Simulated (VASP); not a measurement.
A run of VASP 6.6.1 is set up as follows.

Contents of INCAR:

```
SYSTEM = H
  PREC = Accurate
  ENCUT = 520
  EDIFF = 1E-6
  ISMEAR = -1
  SIGMA = 0.02
  LREAL = Auto
  LASPH = .TRUE.
  NELM = 80
  ALGO = Normal
  ISIF = 2
  LWAVE = .FALSE.
  LCHARG = .FALSE.
  GGA = PE
  NBANDS = 30
```

The input KPOINTS:

```
Automatic mesh
0
G
  1 1 1
  0 0 0
```

Contents of POSCAR:

```
H
1.0
    6.6038540000      0.0000000000      0.0000000000
    0.0000000000      6.6038540000      0.0000000000
    0.0000000000      0.0000000000      6.6038540000
H
24
Direct
    0.8690985597      0.7604044547      0.8592255371
    0.9664508028      0.7384324366      0.7995179784
    0.2983409385      0.8298336093      1.0068665964
    0.3100462245      0.7220934927      1.0454046985
    1.1108210448      0.4252062508      0.6589485473
    1.2131097992      0.4822032710      0.6748180684
    0.9137543017      0.1300149882      0.9640128325
    0.8428260225      0.2026241040      0.8972033603
    0.3378481717      1.1896992271      0.0578601526
    0.3113333517      1.0916352784      0.1051355769
    0.6131268196      0.4632900727      0.0865100894
    0.6075694587      0.5485887483      0.0163389439
    0.5149568722      0.6148530843      0.6759991968
    0.4722999630      0.6795880103      0.7539991042
   -0.0575421564      0.4273110823      0.1151903116
    0.0397646586      0.4930757100      0.1350120702
    0.4788870257      1.0766288897      0.6609625228
    0.5675170893      1.0000978217      0.6834948198
    0.6551325938      0.7712466084      0.3318819586
    0.6953515326      0.8772604603      0.3272785861
    1.0998426071      0.0001211414      0.5378828787
    1.1875338249     -0.0310879072      0.4801590102
    0.5003290503      0.3218272239      0.3725248923
    0.5001019102      0.4303547595      0.4277956478
```

Potentials or basis: VASP PAW PBE potentials, release 64 (H).

Launch:

```bash
$ cat potpaw_PBE.64/H/POTCAR > POTCAR
$ mpirun -np 1 vasp_gam > vasp.out
```

(1) What does it give for the largest force?

(2) Predict the band gap on the k mesh.

(3) Predict the pressure.

## Answers

(1) 1.621 eV/Å.

(2) 8.87 eV.

(3) 0.2 GPa.

Caveat: the k points lie up to 0.95 Å⁻¹ apart.
